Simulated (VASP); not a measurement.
# LiCaF3 in VASP: a series of runs

The runs below take LiCaF3 through single point, with PBE.

Everything below comes from runs of VASP 6.6.1. Logs are shortened: lines on timing, memory, paths and dates and some standing lists are left out, and cuts for length are marked.

### Step 1. The cell of the first run

The structure is cubic, space group Pm-3m (No. 221). Conventional cell: a = 3.761 Å, b = 3.761 Å, c = 3.761 Å, α = 90.00°, β = 90.00°, γ = 90.00°. Within 3.5 Å of Ca (site symmetry m-3m) lie 12 F at 2.66 Å and 8 Li at 3.26 Å. Within 2.5 Å of F (site symmetry 4/mmm) lie 2 Li at 1.88 Å. Li (site symmetry m-3m) has 6 F at 1.88 Å within 2.5 Å.

### Step 2. Single point, PBE

The input, INCAR:

```
PREC = Accurate
ENCUT = 520
EDIFF = 1E-6
ISMEAR = -1
SIGMA = 0.05
LREAL = F
LASPH = T
NELM = 80
ALGO = Normal
ISIF = 2
LWAVE = F
LCHARG = F
GGA = PE
NBANDS = 25
```

The input, KPOINTS:

```
Automatic mesh
0
Gamma
  6 6 6
```

The input, POSCAR:

```
LiCaF3
1.0
    3.7612440000      0.0000000000      0.0000000000
    0.0000000000      3.7612440000      0.0000000000
    0.0000000000      0.0000000000      3.7612440000
Ca F Li
1 3 1
Direct
    0.0000000000      0.0000000000      0.0000000000
    0.5000000000      0.0000000000      0.5000000000
    0.5000000000      0.5000000000      0.0000000000
    0.0000000000      0.5000000000      0.5000000000
    0.5000000000      0.5000000000      0.5000000000
```

Potentials or basis: VASP PAW PBE potentials, release 64 (Ca_sv, F, Li_sv).

The run is started by

```sh
$ cat potpaw_PBE.64/Ca_sv/POTCAR potpaw_PBE.64/F/POTCAR potpaw_PBE.64/Li_sv/POTCAR > POTCAR
$ mpirun -np 1 vasp_std > vasp.out
```

OUTCAR:

```text
PREC = Accurate
   ENCUT = 520
   EDIFF = 1E-6
   ISMEAR = -1
   LREAL = F
   LASPH = T
   NELM = 80
   ISIF = 2
   GGA = PE

 ion  position               nearest neighbor table
   1  0.000  0.000  0.000-
   2  0.500  0.000  0.500-   5 1.88   5 1.88
   3  0.500  0.500  0.000-   5 1.88   5 1.88
   4  0.000  0.500  0.500-   5 1.88   5 1.88
   5  0.500  0.500  0.500-   2 1.88   3 1.88   4 1.88   3 1.88   2 1.88   4 1.88

  LATTYP: Found a simple cubic cell.
 ALAT       =     3.7612440000

  Lattice vectors:

 A1 = (   3.7612440000,   0.0000000000,   0.0000000000)
 A2 = (   0.0000000000,   3.7612440000,   0.0000000000)
 A3 = (   0.0000000000,   0.0000000000,   3.7612440000)

Analysis of symmetry for initial positions (statically):
=====================================================================
 Subroutine PRICEL returns:
 Original cell was already a primitive cell.

 Routine SETGRP: Setting up the symmetry group for a
 simple cubic supercell.

 Subroutine GETGRP returns: Found 48 space group operations
 (whereof 48 operations were pure point group operations)
 out of a pool of 48 trial point group operations.

The static configuration has the point symmetry O_h .

Analysis of symmetry for dynamics (positions and initial velocities):
=====================================================================
 Subroutine PRICEL returns:
 Original cell was already a primitive cell.

 Routine SETGRP: Setting up the symmetry group for a
 simple cubic supercell.

 Subroutine GETGRP returns: Found 48 space group operations
 (whereof 48 operations were pure point group operations)
 out of a pool of 48 trial point group operations.

The dynamic configuration has the point symmetry O_h .

 Subroutine INISYM returns: Found 48 space group operations
 (whereof 48 operations are pure point group operations),
 and found     1 'primitive' translations

----------------------------------------------------------------------------------------

                                     Primitive cell

  volume of cell :      53.2102

  direct lattice vectors                    reciprocal lattice vectors
[... 84 lines left out ...]
   LSORBIT =      F    spin-orbit coupling
   LASPH  =      T    aspherical Exc in radial PAW
   ENCUT  =  520.0 eV  38.22 Ry    6.18 a.u.   6.99  6.99  6.99*2*pi/ulx,y,z
   NELM   =     80;   NELMIN=  2; NELMDL= -5     # of ELM steps
   EDIFF  = 0.1E-05   stopping-criterion for ELM
   LREAL  =      F    real-space projection
   EDIFFG = 0.1E-04   stopping-criterion for IOM
   NSW    =      0    number of steps for IOM
   IBRION =     -1    ionic relax: 0-MD 1-quasi-New 2-CG
   NFREE  =      0    steps in history (QN), initial steepest desc. (CG)
   ISIF   =      2    stress and relaxation
   ISYM   =      2    0-nonsym 1-usesym 2-fastsym
   POTIM  = 0.5000    time-step for ionic-motion
   TEBEG  =    0.0;   TEEND  =   0.0 temperature during run
   PSTRESS=    0.0 pullay stress
   NELECT =      34.0000    total number of electrons
   NUPDOWN=      -1.0000    fix difference up-down
   EMIN   =  10.00;   EMAX   =-10.00  energy-range for DOS
   EFERMI =   0.00;   METHOD = LEGACY
   ISMEAR =    -1;   SIGMA  =   0.05  broadening in eV -4-tet -1-fermi 0-gaus
   EFERMI_NEDOS =   21; number of points for ismear=-14 and -15
   IALGO  =     38    algorithm
   IMIX   =      4    mixing-type and parameters
     AMIX     =   0.40;   BMIX     =  1.00
     AMIX_MAG =   1.60;   BMIX_MAG =  1.00
  volume/ion in A,a.u.               =      10.64        71.82
  Fermi-wavevector in a.u.,A,eV,Ry     =   1.410056  2.664619 27.051883  1.988257
  Thomas-Fermi vector in A             =   2.532049
   LORBIT       =      0    0 simple, 1 ext, 2 COOP (PROOUT), +10 PAW based schemes
   GGA     = PE    functional components
   LHFCALC =     F    Hartree Fock is set to
   AEXX    =    0.0000 exact exchange contribution
   IVDW    =     0    specifies the selected vdW correction
   LEPSILON=     F    determine dielectric tensor
   LRPA    =     F    only Hartree local field effects (RPA)
 non-spin polarized calculation
  energy-cutoff  :      520.00
  volume of cell :       53.21
 maximum number of plane-waves:      1472
 NGX is ok and might be reduce to    28
   NGX = 13   NGY = 13   NGZ = 13

 number of electron      33.9999946 magnetization

 Free energy of the ion-electron system (eV)
  ---------------------------------------------------
  ext. energy  EPLUGINS =         0.00000000
  ---------------------------------------------------
  free energy    TOTEN  =       -26.08822816 eV

  energy without entropy =      -26.08822816  energy(sigma->0) =      -26.08822816

 E-fermi :   1.2346     XC(G=0): -10.2721

 val. band max:        0.0806561349   @ k =   0.5000   0.5000   0.5000
 cond. band min:       6.5610937499   @ k =   0.0000   0.0000   0.0000
 fundamental gap:      6.4804376151
 Fermi energy:         1.2346389646

 k-point     1 :       0.0000    0.0000    0.0000
  band No.  band energies     occupation
      1     -40.1193      2.00000
      2     -37.7088      2.00000
      3     -20.2115      2.00000
      4     -19.2844      2.00000
      5     -19.2844      2.00000
      6     -18.6245      2.00000
[... 549 lines left out ...]
     24      14.7682      0.00000
     25      14.7682      0.00000

------------------------ aborting loop because EDIFF is reached ----------------------------------------

  FORCE on cell =-STRESS in cart. coord.  units (eV):
  Direction    XX          YY          ZZ          XY          YZ          ZX
  --------------------------------------------------------------------------------------
  -------------------------------------------------------------------------------------
  Total       -0.0292122     -0.0292122     -0.0292122     -0.0000000     -0.0000000     -0.0000000
  in kB       -0.8795899     -0.8795899     -0.8795899     -0.0000000     -0.0000000     -0.0000000
  external PRESSURE =      -0.8795899 kB  Pullay stress =       0.0000000 kB

 VOLUME and BASIS-vectors are now :
 -----------------------------------------------------------------------------
  energy-cutoff  :      520.00
  volume of cell :       53.21
      direct lattice vectors                 reciprocal lattice vectors
     3.761244000  0.000000000  0.000000000     0.265869484  0.000000000  0.000000000
     0.000000000  3.761244000  0.000000000     0.000000000  0.265869484  0.000000000
     0.000000000  0.000000000  3.761244000     0.000000000  0.000000000  0.265869484

 POSITION                                       TOTAL-FORCE (eV/Angst)
 -----------------------------------------------------------------------------------
      0.00000      0.00000      0.00000         0.000000      0.000000      0.000000
      1.88062      0.00000      1.88062         0.000000      0.000000      0.000000
      1.88062      1.88062      0.00000         0.000000      0.000000      0.000000
      0.00000      1.88062      1.88062         0.000000      0.000000      0.000000
      1.88062      1.88062      1.88062         0.000000      0.000000      0.000000
 -----------------------------------------------------------------------------------
    total drift:                                0.000000      0.000000      0.000000

  FREE ENERGIE OF THE ION-ELECTRON SYSTEM (eV)
  ---------------------------------------------------
  free  energy   TOTEN  =       -26.0882281555 eV

  energy  without entropy=      -26.0882281554  energy(sigma->0) =      -26.08822816
```

OSZICAR:

```text
N       E                     dE             d eps       ncg     rms          rms(c)
DAV:   1     0.306159218011E+03    0.30616E+03   -0.18547E+04  1000   0.144E+03
DAV:   2    -0.817242010538E+01   -0.31433E+03   -0.30486E+03  1190   0.392E+02
DAV:   3    -0.263710000031E+02   -0.18199E+02   -0.18117E+02  1324   0.940E+01
DAV:   4    -0.283495913959E+02   -0.19786E+01   -0.19766E+01  1756   0.172E+01
DAV:   5    -0.283630563170E+02   -0.13465E-01   -0.13464E-01  1231   0.170E+00    0.954E+00
DAV:   6    -0.261963061738E+02    0.21668E+01   -0.68152E+00  1141   0.170E+01    0.345E+00
DAV:   7    -0.261305309502E+02    0.65775E-01   -0.28432E-01  1374   0.370E+00    0.201E+00
DAV:   8    -0.260876875508E+02    0.42843E-01   -0.12518E-01  1275   0.324E+00    0.333E-01
DAV:   9    -0.260877506991E+02   -0.63148E-04   -0.22652E-02  1284   0.105E+00    0.190E-01
DAV:  10    -0.260883866336E+02   -0.63593E-03   -0.45666E-03  1196   0.601E-01    0.107E-01
DAV:  11    -0.260882222561E+02    0.16438E-03   -0.66332E-04  1262   0.267E-01    0.185E-02
DAV:  12    -0.260882284277E+02   -0.61716E-05   -0.42089E-05  1316   0.475E-02    0.585E-03
DAV:  13    -0.260882281555E+02    0.27224E-06   -0.30294E-06  1070   0.140E-02
   1 F= -.26088228E+02 E0= -.26088228E+02  d E =-.256115E-10
```

stdout:

```text
POSCAR found type information on POSCAR CaF Li
 POSCAR found :  3 types and       5 ions
 scaLAPACK will be used
 LDA part: xc-table for (Slater+PW92), standard interpolation
 POSCAR, INCAR and KPOINTS ok, starting setup
 FFT: planning ... GRIDC
 FFT: planning ... GRID_SOFT
 FFT: planning ... GRID
 WAVECAR not read
 entering main loop
```

It took 30 s on 1 thread of AMD EPYC 7R43 (Zen 3), shared host; peak memory 0.13 GiB.

Results:

- Free energy: -26.0882 eV
- Band gap on the k mesh: 6.48 eV (least direct gap 6.59 eV)

Caveat: the cutoff is under 1.25 times the usual one of these potentials, so pressure, stress and relaxed cells hold a basis-set (Pulay) error. A k mesh can miss the band edges.

### Step 3. Single point, PBE

This run uses another cell than the first one, of 9.81 Å³/atom.

The input, INCAR:

```
SYSTEM = LiCaF3
ALGO     = Normal         ! electronic algorithm
EDIFF    = 1E-6           ! SCF threshold, eV
ENCUT    = 520            ! plane-wave cutoff, eV
GGA      = PE             ! functional
ISIF     = 2              ! what is computed and relaxed
ISMEAR   = -1             ! smearing method
LASPH    = .True.         ! aspherical terms in the spheres
LCHARG   = .False.        ! write CHGCAR
LREAL    = .False.        ! projectors in reciprocal space
LWAVE    = .False.        ! write WAVECAR
NBANDS   = 25             ! bands
NELM     = 100            ! most SCF steps
PREC     = Accurate       ! precision mode
SIGMA    = 0.05           ! smearing width, eV
```

The input, KPOINTS:

```
k-points
0
Gamma
  6 6 6
  0 0 0
```

Changes to POSCAR since step 2:

```diff
@@ -2,4 +2,4 @@
 1.0
-    3.7612440000      0.0000000000      0.0000000000
-    0.0000000000      3.7612440000      0.0000000000
+    3.6107942400      0.0000000000      0.0000000000
+    0.0000000000      3.6107942400      0.0000000000
     0.0000000000      0.0000000000      3.7612440000
```

Potentials or basis: VASP PAW PBE potentials, release 64 (Ca_sv, F, Li_sv).

The run is started by

```sh
$ cat potpaw_PBE.64/Ca_sv/POTCAR potpaw_PBE.64/F/POTCAR potpaw_PBE.64/Li_sv/POTCAR > POTCAR
$ mpirun -np 1 vasp_std > vasp.out
```

OUTCAR:

```text
SYSTEM = LiCaF3
   EDIFF = 1E-6
   ENCUT = 520
   GGA = PE
   ISIF = 2
   ISMEAR = -1
   LASPH = .True.
   LREAL = .False.
   NELM = 100
   PREC = Accurate

 ion  position               nearest neighbor table
   1  0.000  0.000  0.000-
   2  0.500  0.000  0.500-   5 1.81   5 1.81
   3  0.500  0.500  0.000-   5 1.88   5 1.88
   4  0.000  0.500  0.500-   5 1.81   5 1.81
   5  0.500  0.500  0.500-   2 1.81   4 1.81   2 1.81   4 1.81   3 1.88   3 1.88

  LATTYP: Found a simple tetragonal cell.
 ALAT       =     3.6107942400
 C/A-ratio  =     1.0416666667

  Lattice vectors:

 A1 = (   3.6107942400,   0.0000000000,   0.0000000000)
 A2 = (   0.0000000000,   3.6107942400,   0.0000000000)
 A3 = (   0.0000000000,   0.0000000000,   3.7612440000)

Analysis of symmetry for initial positions (statically):
=====================================================================
 Subroutine PRICEL returns:
 Original cell was already a primitive cell.

 Routine SETGRP: Setting up the symmetry group for a
 simple tetragonal supercell.
[... 172 lines left out ...]

 E-fermi :   1.9494     XC(G=0): -10.6983

 val. band max:        0.8393805983   @ k =   0.5000   0.5000   0.5000
 cond. band min:       7.1066269966   @ k =   0.0000   0.0000   0.0000
 fundamental gap:      6.2672463983
 Fermi energy:         1.9493519876

 k-point     1 :       0.0000    0.0000    0.0000
  band No.  band energies     occupation
      1     -39.4560      2.00000
      2     -36.8250      2.00000
      3     -19.9557      2.00000
      4     -18.9702      2.00000
      5     -18.7379      2.00000
      6     -17.7503      2.00000
[... 661 lines left out ...]
     24      13.3344      0.00000
     25      15.5508      0.00000

 [... further k-points ...]

------------------------ aborting loop because EDIFF is reached ----------------------------------------

  FORCE on cell =-STRESS in cart. coord.  units (eV):
  Direction    XX          YY          ZZ          XY          YZ          ZX
  --------------------------------------------------------------------------------------
  -------------------------------------------------------------------------------------
  Total        3.0702127      3.0702127      1.1019823      0.0000000      0.0000000      0.0000000
  in kB      100.3094988    100.3094988     36.0037905      0.0000000      0.0000000      0.0000000
  external PRESSURE =      78.8742627 kB  Pullay stress =       0.0000000 kB

 VOLUME and BASIS-vectors are now :
 -----------------------------------------------------------------------------
  energy-cutoff  :      520.00
  volume of cell :       49.04
      direct lattice vectors                 reciprocal lattice vectors
     3.610794240  0.000000000  0.000000000     0.276947379  0.000000000  0.000000000
     0.000000000  3.610794240  0.000000000     0.000000000  0.276947379  0.000000000
     0.000000000  0.000000000  3.761244000     0.000000000  0.000000000  0.265869484

 POSITION                                       TOTAL-FORCE (eV/Angst)
 -----------------------------------------------------------------------------------
      0.00000      0.00000      0.00000         0.000000      0.000000      0.000000
      1.80540      0.00000      1.88062         0.000000      0.000000      0.000000
      1.80540      1.80540      0.00000         0.000000      0.000000      0.000000
      0.00000      1.80540      1.88062         0.000000      0.000000      0.000000
      1.80540      1.80540      1.88062         0.000000      0.000000      0.000000
 -----------------------------------------------------------------------------------
    total drift:                                0.000000      0.000000      0.000000

  FREE ENERGIE OF THE ION-ELECTRON SYSTEM (eV)
  ---------------------------------------------------
  free  energy   TOTEN  =       -25.9585171181 eV

  energy  without entropy=      -25.9585171181  energy(sigma->0) =      -25.95851712
```

stdout:

```text
POSCAR found type information on POSCAR CaF Li
 POSCAR found :  3 types and       5 ions
 scaLAPACK will be used
 LDA part: xc-table for (Slater+PW92), standard interpolation
 POSCAR, INCAR and KPOINTS ok, starting setup
 FFT: planning ... GRIDC
 FFT: planning ... GRID_SOFT
 FFT: planning ... GRID
 WAVECAR not read
 entering main loop
```

Run time: 34 s. Hardware: 1 thread of AMD EPYC 7R43 (Zen 3), shared host; peak memory 0.15 GiB.

What came out:

```
Free energy            : -25.9585 eV
Band gap on the k mesh : 6.27 eV (least direct gap 6.56 eV)
```

Caveat: the cutoff is under 1.25 times the usual one of these potentials, so pressure, stress and relaxed cells hold a basis-set (Pulay) error. A k mesh can miss the band edges.

(Part 1 of 2 ends here.)
